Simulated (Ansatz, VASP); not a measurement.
**AgCl: VASP beside Ansatz**

```xyz
2
Lattice="0.0000 2.7731 2.7731 2.7731 0.0000 2.7731 2.7731 2.7731 0.0000" Properties=species:S:1:pos:R:3 pbc="T T T"
Ag    2.7731    2.7731    2.7731
Cl    0.0000    0.0000    0.0000
```

Alike in both runs: task single point; functional LDA; k mesh 8 × 8 × 8; occupations gaussian, width 0.05 eV; no spin polarisation.

|  | VASP | Ansatz |
| --- | --- | --- |
| version | VASP 6.6.1 | Ansatz 0.2.0 |
| potentials or method | VASP PAW LDA potentials, release 64 (Ag, Cl), cutoff 520 eV | scalar-relativistic, plane waves, PAW |
| valence electrons in the cell | 18 | 26 |

|  | VASP | Ansatz | Ansatz less VASP |
| --- | --- | --- | --- |
| gap on the k mesh at the Fermi level (eV) | 0.64 | 0.61 | -0.028 |
| least direct gap on the mesh (eV) | 2.95 | 2.92 | -0.027 |
| pressure (GPa) | -5.6 | -5.6 | 0.00 |

LDA's correlation is that of Perdew and Zunger in VASP and of Perdew and Wang (1992) in Ansatz. VASP's potentials hold 18 valence electrons a cell and Ansatz's 26, so a difference there can come from the potentials and not from the codes.
